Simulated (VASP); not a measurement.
# Ru (Pm-3m) in VASP: settings compared

Ru is run at these levels: r2SCAN, r2SCAN0; tasks: relaxation of cell and atoms, single point.

All numbers are computed with VASP 6.6.1; they aren't measurements. Logs are shortened: lines on timing, memory, paths and dates and some standing lists are left out, and cuts for length are marked.

## Step 1: The cell of the first run

It takes space group Pm-3m (No. 221, cubic). The conventional cell has a = 2.446 Å, b = 2.446 Å, c = 2.446 Å, α = 90.00°, β = 90.00°, γ = 90.00°. Within 3.2 Å of Ru (site symmetry m-3m) lie 6 Ru at 2.45 Å.

## Step 2: Relaxation of cell and atoms, r2SCAN, collinear spin, ferromagnetic start

POSCAR

```
Ru
1.0
    2.4462764308      0.0000000000      0.0000000000
    0.0000000000      2.4462764308      0.0000000000
    0.0000000000      0.0000000000      2.4462764308
Ru
1
Direct
    0.0000000000      0.0000000000      0.0000000000
```

INCAR.step1

```
SYSTEM = Ru
PREC = Accurate ; ENCUT = 600
ISMEAR = -1 ; SIGMA = 0.05
LREAL = .FALSE. ; LASPH = .TRUE.
NELM = 150 ; ISPIN = 2
MAGMOM = 1 ; LMAXMIX = 4
GGA = PE ; ALGO = Normal
EDIFF = 1E-4 ; LWAVE = .TRUE.
LCHARG = .FALSE.
```

INCAR.step2

```
SYSTEM = Ru
PREC = Accurate ; ENCUT = 600
EDIFF = 1E-7 ; ISMEAR = -1
SIGMA = 0.05 ; LREAL = .FALSE.
LASPH = .TRUE. ; NELM = 150
ALGO = Normal ; ISIF = 3
LWAVE = .FALSE. ; LCHARG = .FALSE.
ISPIN = 2 ; MAGMOM = 1
LORBIT = 11 ; LMAXMIX = 4
METAGGA = R2SCAN ; LMIXTAU = .TRUE.
IBRION = 2 ; NSW = 80
EDIFFG = -0.01 ; ISTART = 1
```

KPOINTS

```
regular mesh
0
G
  13 13 13
  0 0 0
```

Potentials or basis: VASP PAW PBE potentials, release 64 (Ru_pv).

Launch:

```
$ cat potpaw_PBE.64/Ru_pv/POTCAR > POTCAR
$ cp INCAR.step1 INCAR
$ mpirun -np 1 vasp_std > vasp.out
$ cp INCAR.step2 INCAR
$ mpirun -np 1 vasp_std > vasp.out
```

OUTCAR:

```text
SYSTEM = Ru
   PREC = Accurate
   ENCUT = 600
   EDIFF = 1E-7
   ISMEAR = -1
   LREAL = .FALSE.
   LASPH = .TRUE.
   NELM = 150
   ISIF = 3
   ISPIN = 2
   LORBIT = 11
   METAGGA = R2SCAN
   IBRION = 2
   NSW = 80
   EDIFFG = -0.01
   ISTART = 1

 ion  position               nearest neighbor table
   1  0.000  0.000  0.000-

  LATTYP: Found a simple cubic cell.
 ALAT       =     2.4462764308

  Lattice vectors:

 A1 = (   2.4462764308,   0.0000000000,   0.0000000000)
 A2 = (   0.0000000000,   2.4462764308,   0.0000000000)
 A3 = (   0.0000000000,   0.0000000000,   2.4462764308)

Analysis of symmetry for initial positions (statically):
=====================================================================
 Subroutine PRICEL returns:
 Original cell was already a primitive cell.

 Routine SETGRP: Setting up the symmetry group for a
 simple cubic supercell.

 Subroutine GETGRP returns: Found 48 space group operations
 (whereof 48 operations were pure point group operations)
 out of a pool of 48 trial point group operations.

The static configuration has the point symmetry O_h .

Analysis of symmetry for dynamics (positions and initial velocities):
=====================================================================
 Subroutine PRICEL returns:
 Original cell was already a primitive cell.

 Routine SETGRP: Setting up the symmetry group for a
 simple cubic supercell.

 Subroutine GETGRP returns: Found 48 space group operations
 (whereof 48 operations were pure point group operations)
 out of a pool of 48 trial point group operations.

The dynamic configuration has the point symmetry O_h .

Analysis of structural, dynamic, and magnetic symmetry:
=====================================================================
 Subroutine PRICEL returns:
 Original cell was already a primitive cell.

 Routine SETGRP: Setting up the symmetry group for a
 simple cubic supercell.

 Subroutine GETGRP returns: Found 48 space group operations
 (whereof 48 operations were pure point group operations)
 out of a pool of 48 trial point group operations.

The overall configuration has the point symmetry O_h .

 Subroutine INISYM returns: Found 48 space group operations
 (whereof 48 operations are pure point group operations),
 and found     1 'primitive' translations

----------------------------------------------------------------------------------------

                                     Primitive cell

  volume of cell :      14.6392

  direct lattice vectors                    reciprocal lattice vectors
     2.446276431  0.000000000  0.000000000     0.408784546  0.000000000  0.000000000
     0.000000000  2.446276431  0.000000000     0.000000000  0.408784546  0.000000000
     0.000000000  0.000000000  2.446276431     0.000000000  0.000000000  0.408784546

  length of vectors
     2.446276431  2.446276431  2.446276431     0.408784546  0.408784546  0.408784546

  position of ions in fractional coordinates (direct lattice)
     0.000000000  0.000000000  0.000000000

  ion indices of the primitive-cell ions
   primitive index   ion index
                 1           1

----------------------------------------------------------------------------------------

 KPOINTS: regular mesh

Automatic generation of k-mesh.
 Grid dimensions read from file:
 generate k-points for:   13   13   13

 Generating k-lattice:

  Cartesian coordinates                     Fractional coordinates (reciprocal lattice)
     0.031444965  0.000000000  0.000000000     0.076923077  0.000000000  0.000000000
     0.000000000  0.031444965  0.000000000     0.000000000  0.076923077  0.000000000
     0.000000000  0.000000000  0.031444965     0.000000000  0.000000000  0.076923077

  Length of vectors
     0.031444965  0.031444965  0.031444965

  Shift w.r.t. Gamma in fractional coordinates (k-lattice)
     0.000000000  0.000000000  0.000000000

 Subroutine IBZKPT returns following result:
 ===========================================

 Found     84 irreducible k-points:

 Following reciprocal coordinates:
            Coordinates               Weight
  0.000000  0.000000  0.000000      1.000000
  0.076923  0.000000  0.000000      6.000000
  0.153846  0.000000  0.000000      6.000000
  0.230769  0.000000  0.000000      6.000000
  0.307692  0.000000  0.000000      6.000000
  0.384615  0.000000  0.000000      6.000000
[... 16 lines left out ...]
  0.307692  0.307692  0.000000     12.000000
  0.384615  0.307692  0.000000     24.000000
 [... further k-points ...]
   k-points           NKPTS =     84   k-points in BZ     NKDIM =     84   number of bands    NBANDS=     12
   number of dos      NEDOS =    301   number of ions     NIONS =      1
   total plane-waves  NPLWV =   8000
   dimension x,y,z NGX =    20 NGY =   20 NGZ =   20
   dimension x,y,z NGXF=    40 NGYF=   40 NGZF=   40
   ions per type =               1
   NGX,Y,Z   is equivalent  to a cutoff of  13.59, 13.59, 13.59 a.u.
   NGXF,Y,Z  is equivalent  to a cutoff of  27.18, 27.18, 27.18 a.u.
 SYSTEM =  Ru
   PREC   = accura    normal or accurate (medium, high low for compatibility)
   ISTART =      1    job   : 0-new  1-cont  2-samecut
   ICHARG =      0    charge: 1-file 2-atom 10-const
   ISPIN  =      2    spin polarized calculation?
   LNONCOLLINEAR =      F non collinear calculations
   LSORBIT =      F    spin-orbit coupling
   LASPH  =      T    aspherical Exc in radial PAW
   ENCUT  =  600.0 eV  44.10 Ry    6.64 a.u.   4.89  4.89  4.89*2*pi/ulx,y,z
   NELM   =    150;   NELMIN=  2; NELMDL=  0     # of ELM steps
   EDIFF  = 0.1E-06   stopping-criterion for ELM
   LREAL  =      F    real-space projection
   EDIFFG = -.1E-01   stopping-criterion for IOM
   NSW    =     80    number of steps for IOM
   IBRION =      2    ionic relax: 0-MD 1-quasi-New 2-CG
   NFREE  =      1    steps in history (QN), initial steepest desc. (CG)
   ISIF   =      3    stress and relaxation
   ISYM   =      2    0-nonsym 1-usesym 2-fastsym
   POTIM  = 0.5000    time-step for ionic-motion
   TEBEG  =    0.0;   TEEND  =   0.0 temperature during run
   PSTRESS=    0.0 pullay stress
   NELECT =      14.0000    total number of electrons
   NUPDOWN=      -1.0000    fix difference up-down
   EMIN   =  10.00;   EMAX   =-10.00  energy-range for DOS
   EFERMI =   0.00;   METHOD = LEGACY
   ISMEAR =    -1;   SIGMA  =   0.05  broadening in eV -4-tet -1-fermi 0-gaus
   EFERMI_NEDOS =   21; number of points for ismear=-14 and -15
   IALGO  =     38    algorithm
   IMIX   =      4    mixing-type and parameters
     AMIX     =   0.40;   BMIX     =  1.00
     AMIX_MAG =   1.60;   BMIX_MAG =  1.00
  volume/ion in A,a.u.               =      14.64        98.79
  Fermi-wavevector in a.u.,A,eV,Ry     =   1.612917  3.047971 35.395567  2.601501
  Thomas-Fermi vector in A             =   2.708070
   LORBIT       =     11    0 simple, 1 ext, 2 COOP (PROOUT), +10 PAW based schemes
   METAGGA = R2SCAN    functional components
   LHFCALC =     F    Hartree Fock is set to
   AEXX    =    0.0000 exact exchange contribution
   IVDW    =     0    specifies the selected vdW correction
   LEPSILON=     F    determine dielectric tensor
   LRPA    =     F    only Hartree local field effects (RPA)
 conjugate gradient relaxation of ions
 spin polarized calculation
  energy-cutoff  :      600.00
  volume of cell :       14.64
 maximum number of plane-waves:       498
 NGX is ok and might be reduce to    20
   NGX =  9   NGY =  9   NGZ =  9

--------------------------------------- Ionic step        1  -------------------------------------------

 number of electron      14.0000002 magnetization      -0.0000294

 number of electron      14.0000002 magnetization       0.0000008

 Free energy of the ion-electron system (eV)
  ---------------------------------------------------
  ext. energy  EPLUGINS =         0.00000000
  ---------------------------------------------------
  free energy    TOTEN  =       -24.22354944 eV

  energy without entropy =      -24.21521576  energy(sigma->0) =      -24.21938260

------------------------ aborting loop because EDIFF is reached ----------------------------------------

  FORCE on cell =-STRESS in cart. coord.  units (eV):
  Direction    XX          YY          ZZ          XY          YZ          ZX
  --------------------------------------------------------------------------------------
  -------------------------------------------------------------------------------------
  Total        1.4961755      1.4961755      1.4961755      0.0000000      0.0000000     -0.0000000
  in kB      163.7481984    163.7481984    163.7481984      0.0000000      0.0000000     -0.0000000
  external PRESSURE =     163.7481984 kB  Pullay stress =       0.0000000 kB
[... 20 lines left out ...]
  energy  without entropy=      -24.2152157560  energy(sigma->0) =      -24.21938260

--------------------------------------- Ionic step        2  -------------------------------------------

 number of electron      13.9999988 magnetization       0.0000002

 E-fermi :   8.4519     XC(G=0): -13.1580

 val. band max:        8.4478175377   @ k =   0.4615   0.0000   0.0000
 cond. band min:       8.4756411679   @ k =   0.3846   0.2308   0.1538
 fundamental gap:      0.0278236302
 Fermi energy:         8.4518655221

 spin component 1

 k-point     1 :       0.0000    0.0000    0.0000
  band No.  band energies     occupation
      1     -35.2262      1.00000
      2     -35.2262      1.00000
      3     -35.2262      1.00000
      4       1.8796      1.00000
      5       3.7436      1.00000
      6       3.7436      1.00000
      7       9.7930      0.00000
      8       9.7930      0.00000
      9       9.7930      0.00000
     10      17.4603      0.00000
     11      24.9003      0.00000
     12      24.9003      0.00000
[... 780 lines left out ...]
--------------------------------------- Ionic step        4  -------------------------------------------

 number of electron      13.9999994 magnetization      -0.0000000

 number of electron      13.9999994 magnetization       0.0000000

 Free energy of the ion-electron system (eV)
  ---------------------------------------------------
  ext. energy  EPLUGINS =         0.00000000
  ---------------------------------------------------
  free energy    TOTEN  =       -24.26634411 eV

  energy without entropy =      -24.25720379  energy(sigma->0) =      -24.26177395

 E-fermi :  10.7482     XC(G=0): -14.1486

 val. band max:       10.7292414787   @ k =   0.3077   0.0769   0.0769
 cond. band min:      10.7660741134   @ k =   0.3846   0.2308   0.1538
 fundamental gap:      0.0368326347
 Fermi energy:        10.7482224820

 spin component 1

 k-point     1 :       0.0000    0.0000    0.0000
  band No.  band energies     occupation
      1     -33.0181      1.00000
      2     -33.0181      1.00000
      3     -33.0181      1.00000
      4       3.2861      1.00000
      5       4.9729      1.00000
      6       4.9729      1.00000
      7      12.4628      0.00000
      8      12.4628      0.00000
      9      12.4628      0.00000
     10      19.7265      0.00000
     11      28.3855      0.00000
     12      28.3855      0.00000
[... 737 lines left out ...]
  FREE ENERGIE OF THE ION-ELECTRON SYSTEM (eV)
  ---------------------------------------------------
  free  energy   TOTEN  =       -24.2663441062 eV

  energy  without entropy=      -24.2572037924  energy(sigma->0) =      -24.26177395

 reached required accuracy - stopping structural energy minimisation

 total charge

# of ion       s       p       d       tot
------------------------------------------
    1        0.399   6.213   6.112  12.724

 magnetization (x)

# of ion       s       p       d       tot
------------------------------------------
    1        0.000   0.000  -0.000  -0.000
```

Run time: 5.4 min. Hardware: 1 thread of Intel Xeon Platinum 8259CL at 2.50GHz (Skylake/Cascade Lake), shared host; peak memory 0.16 GiB.

Results:

* Free energy: -24.2663 eV
* Relaxed volume: 15.53 Å³/atom
* Relaxed cell: a = 2.495 Å, b = 2.495 Å, c = 2.495 Å, α = 90.00°, β = 90.00°, γ = 90.00°
* Space group after relaxing (to 0.05 Å): Pm-3m (No. 221)
* Energy gained by relaxing: 42.8 meV/atom
* Ionic steps: 4
* Pressure after relaxing: -0.1 GPa
* Band gap on the k mesh: zero (filled and empty bands overlap)
* Net moment: 0.00 μB per cell
* Valence electrons inside the program's atomic spheres: Ru 12.72

Step by step:
```csv
step,energy change (eV),largest force (eV/Å),pressure (GPa),volume (Å³)
1,0.0000,0.0000,16.37,14.64
2,0.1875,0.0000,-25.28,18.04
3,-0.0427,0.0000,-0.81,15.58
4,-0.0428,0.0000,-0.06,15.53
```

Final structure:
```xyz
1
Lattice="2.4950 0.0000 0.0000 0.0000 2.4950 0.0000 0.0000 0.0000 2.4950" Properties=species:S:1:pos:R:3 pbc="T T T"
Ru    0.0000    0.0000    0.0000
```

Caveat: the PAW data sets were made with another functional, which shifts forces and pressure a little.

## Step 3: Single point, r2SCAN

This run uses another cell than the first one, of 15.47 Å³/atom, 1.056 times its volume.

POSCAR

```
Ru
1.0
    2.4914415160      0.0000000000      0.0000000000
    0.0000000000      2.4914415160      0.0000000000
    0.0000000000      0.0000000000      2.4914415160
Ru
1
Direct
    0.0000000000      0.0000000000      0.0000000000
```

INCAR.step1

```
SYSTEM = Ru
PREC = Accurate ; ENCUT = 550
ISMEAR = -1 ; SIGMA = 0.1
LREAL = .FALSE. ; LASPH = .TRUE.
NELM = 120 ; NBANDS = 13
GGA = PE ; ALGO = Normal
EDIFF = 1E-5 ; LWAVE = .TRUE.
LCHARG = .FALSE. ; GGA_COMPAT = .FALSE.
```

INCAR.step2

```
SYSTEM = Ru
PREC = Accurate ; ENCUT = 550
EDIFF = 1E-6 ; ISMEAR = -1
SIGMA = 0.1 ; LREAL = .FALSE.
LASPH = .TRUE. ; NELM = 120
ALGO = Normal ; ISIF = 2
LWAVE = .FALSE. ; LCHARG = .FALSE.
METAGGA = R2SCAN ; LMIXTAU = .TRUE.
NBANDS = 13 ; ISTART = 1
GGA_COMPAT = .FALSE.
```

KPOINTS

```
regular mesh
0
G
  7 7 7
  0 0 0
```

Potentials or basis: VASP PAW PBE potentials, release 64 (Ru_pv).

Launch:

```
$ cat potpaw_PBE.64/Ru_pv/POTCAR > POTCAR
$ cp INCAR.step1 INCAR
$ mpirun -np 1 vasp_std > vasp.out
$ cp INCAR.step2 INCAR
$ mpirun -np 1 vasp_std > vasp.out
```

OUTCAR:

```text
SYSTEM = Ru
   PREC = Accurate
   ENCUT = 550
   EDIFF = 1E-6
   ISMEAR = -1
   LREAL = .FALSE.
   LASPH = .TRUE.
   NELM = 120
   ISIF = 2
   METAGGA = R2SCAN
   ISTART = 1

 ion  position               nearest neighbor table
   1  0.000  0.000  0.000-

  LATTYP: Found a simple cubic cell.
 ALAT       =     2.4914415160

  Lattice vectors:

 A1 = (   2.4914415160,   0.0000000000,   0.0000000000)
 A2 = (   0.0000000000,   2.4914415160,   0.0000000000)
[... 493 lines left out ...]
     12      25.0379      0.00000
     13      25.0379      0.00000

------------------------ aborting loop because EDIFF is reached ----------------------------------------

  FORCE on cell =-STRESS in cart. coord.  units (eV):
  Direction    XX          YY          ZZ          XY          YZ          ZX
  --------------------------------------------------------------------------------------
  -------------------------------------------------------------------------------------
  Total        0.2451094      0.2451094      0.2451094     -0.0000000     -0.0000000      0.0000000
  in kB       25.3932644     25.3932644     25.3932644     -0.0000000     -0.0000000      0.0000000
  external PRESSURE =      25.3932644 kB  Pullay stress =       0.0000000 kB

 VOLUME and BASIS-vectors are now :
 -----------------------------------------------------------------------------
  energy-cutoff  :      550.00
  volume of cell :       15.47
      direct lattice vectors                 reciprocal lattice vectors
     2.491441516  0.000000000  0.000000000     0.401374061  0.000000000  0.000000000
     0.000000000  2.491441516  0.000000000     0.000000000  0.401374061  0.000000000
     0.000000000  0.000000000  2.491441516     0.000000000  0.000000000  0.401374061

 POSITION                                       TOTAL-FORCE (eV/Angst)
 -----------------------------------------------------------------------------------
      0.00000      0.00000      0.00000         0.000000      0.000000      0.000000
 -----------------------------------------------------------------------------------
    total drift:                                0.000000      0.000000      0.000000

  FREE ENERGIE OF THE ION-ELECTRON SYSTEM (eV)
  ---------------------------------------------------
  free  energy   TOTEN  =       -24.2258239525 eV

  energy  without entropy=      -24.1738482130  energy(sigma->0) =      -24.19983608
```

OUTCAR.step1:

```text
SYSTEM = Ru
   PREC = Accurate
   ENCUT = 550
   ISMEAR = -1
   LREAL = .FALSE.
   LASPH = .TRUE.
[... 530 lines left out ...]
 -----------------------------------------------------------------------------------
      0.00000      0.00000      0.00000         0.000000      0.000000      0.000000
 -----------------------------------------------------------------------------------
    total drift:                                0.000000      0.000000      0.000000

  FREE ENERGIE OF THE ION-ELECTRON SYSTEM (eV)
  ---------------------------------------------------
  free  energy   TOTEN  =        -8.0588411684 eV

  energy  without entropy=       -8.0054203181  energy(sigma->0) =       -8.03213074
```

It took 13 s on 1 thread of Intel Xeon Platinum 8488C (Sapphire Rapids), shared host; peak memory 0.13 GiB.

What came out:

```yaml
Free_energy: -24.2258 eV
Pressure: 2.5 GPa
Band_gap_on_the_k_mesh: zero (band 7 reaches 13.81 eV, above the bottom of band 8 at 9.94 eV)
```

Caveat: the k points lie up to 0.36 Å⁻¹ apart; the PAW data sets were made with another functional, which shifts forces and pressure a little.

## Step 4: Single point, r2SCAN0

This run uses another cell than the first one, of 15.47 Å³/atom, 1.056 times its volume.

POSCAR is that of step 3.

INCAR.step1

```
SYSTEM = Ru
PREC = Accurate ; ENCUT = 520
EDIFF = 1E-5 ; ISMEAR = -1
SIGMA = 0.1 ; LREAL = .False.
LASPH = .True. ; NELM = 80
ALGO = Normal ; ISIF = 2
LWAVE = .True. ; GGA = PE
NBANDS = 13
```

INCAR.step2

```
SYSTEM = Ru
PREC = Accurate ; ENCUT = 520
EDIFF = 1E-6 ; ISMEAR = -1
SIGMA = 0.1 ; LREAL = .False.
LASPH = .True. ; NELM = 80
ALGO = Normal ; ISIF = 2
LWAVE = .False. ; LCHARG = .True.
METAGGA = R2SCAN ; LHFCALC = .True.
AEXX = 0.25 ; LMIXTAU = .True.
PRECFOCK = Normal ; LELF = .True.
LVHAR = .True. ; ISTART = 1
NBANDS = 13
```

KPOINTS

```
regular mesh
0
Gamma
  7 7 7
  0 0 0
```

Launch:

```
$ cat potpaw_PBE.64/Ru_pv/POTCAR > POTCAR
$ cp INCAR.step1 INCAR
$ mpirun -np 1 vasp_std > vasp.out
$ cp INCAR.step2 INCAR
$ mpirun -np 1 vasp_std > vasp.out
```

It used 1600 s of CPU time on 1 thread of AMD EPYC 7R13 Processor (Zen 3), with other jobs on the host.

It converged, with:

```
Free energy            : -22.7453 eV
Pressure               : -6.3 GPa
Band gap on the k mesh : zero (band 7 reaches 14.10 eV, above the bottom of band 8 at 9.08 eV)
```

Levels at points of the mesh, in eV from the Fermi level:
| k point | band 4 | band 5 | band 6 | band 7 | band 8 | band 9 | band 10 | band 11 |
| --- | --- | --- | --- | --- | --- | --- | --- | --- |
| (0.00, 0.00, 0.00) | -8.73 | -7.26 | -7.26 | 2.63 | 2.63 | 2.63 | 14.11 | 19.02 |

Caveat: the k points lie up to 0.36 Å⁻¹ apart; the PAW data sets were made with another functional, which shifts forces and pressure a little.

## Step 5: The runs side by side

```tsv
task	level	spin	cell	k mesh	cutoff (eV)	smearing	grid for exact exchange (PRECFOCK)	gap on the mesh (eV)	pressure (GPa)
relaxation of cell and atoms	r2SCAN	collinear, ferromagnetic start	relaxed from a = 2.446 Å, 1 atom	13 × 13 × 13	600	fermi-dirac 0.05 eV	-	none	-0.1
single point	r2SCAN	off	a = 2.491 Å, 1 atom	7 × 7 × 7	550	fermi-dirac 0.1 eV	-	none	2.5
single point	r2SCAN0	off	a = 2.491 Å, 1 atom	7 × 7 × 7	520	fermi-dirac 0.1 eV	Normal	none	-6.3
```

Alike in all rows: potentials or basis VASP PAW PBE potentials, release 64 (Ru_pv).

Caveats: some runs use coarse meshes; the PAW data sets were made with another functional, which shifts forces and pressure a little.

Total energies depend on the potentials used, so only differences within one code and one set of settings carry meaning.
